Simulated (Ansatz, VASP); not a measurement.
One calculation of Sn2C, two programs

```
Sn C
1.0
     5.15010    0.00000    0.00000
     0.00000    5.15010    0.00000
     0.00000    0.00000    5.15010
Sn C
4 2
Direct
  0.25000 0.25000 0.25000
  0.25000 0.75000 0.75000
  0.75000 0.75000 0.25000
  0.75000 0.25000 0.75000
  0.00000 0.00000 0.00000
  0.50000 0.50000 0.50000
```

Change from the starting cell: species swapped into the Au2S type (Pn-3m, No. 224).

Alike in both runs: task relaxation of cell and atoms; functional PBE; k mesh 8 × 8 × 8; occupations gaussian, width 0.1 eV; no spin polarisation.

|  | VASP | Ansatz |
| --- | --- | --- |
| version | VASP 6.6.1 | Ansatz 0.2.0 |
| potentials or method | VASP PAW PBE potentials, release 64 (Sn_d, C), cutoff 600 eV | scalar-relativistic, plane waves, PAW |
| valence electrons in the cell | 64 | 64 |

Ansatz gave:

| Quantity | Value |
| --- | --- |
| gap on the k mesh at the Fermi level, each at its own relaxed structure (eV) | none |
| relaxed volume (Å³/atom) | 22.13 |
| relaxed cell length with the largest relative difference (Å) | 5.102 |

Estimate VASP's values.

gap on the k mesh at the Fermi level, each at its own relaxed structure (eV): none; relaxed volume (Å³/atom): 22.10; relaxed cell length with the largest relative difference (Å): 5.100.

A gap of «none» marks a metal or a gap that the smearing closes.
